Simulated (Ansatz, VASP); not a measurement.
## Two plane-wave programs on NiO

```
Ni O
1.0
     2.03489   -2.40114    0.00000
     2.03489    2.40114    0.00000
     0.00000    0.00000    4.26062
Ni O
2 2
Cartesian
  1.2934 0.0000 2.1303
  2.7763 0.0000 0.0000
  2.0349 1.3743 3.1955
  2.0349 -1.3743 1.0652
```

Alike in both runs: functional PBE; k mesh 14 × 14 × 12; occupations gaussian, width 0.1 eV; no spin polarisation.

Ansatz relaxed the structure, and its values are those at the end. VASP's run is a single point on that final structure, the one shown.

```csv
,VASP,Ansatz
version,VASP 6.6.1,Ansatz 0.2.0
potentials or method,"VASP PAW PBE potentials, release 64 (Ni, O), cutoff 520 eV","scalar-relativistic, plane waves, PAW"
valence electrons in the cell,32,48
```

VASP gave:

* gap on the k mesh at the Fermi level (eV): none
* pressure (GPa): 0.4
* rms of the force components (eV/Å): 0.017

**Question.** Which values does Ansatz return?

**Answer.** gap on the k mesh at the Fermi level (eV): none; pressure (GPa): 0.0; rms of the force components (eV/Å): 0.001.

A gap of «none» marks a metal or a gap that the smearing closes. VASP's potentials hold 32 valence electrons a cell and Ansatz's 48, so a difference there can come from the potentials and not from the codes.
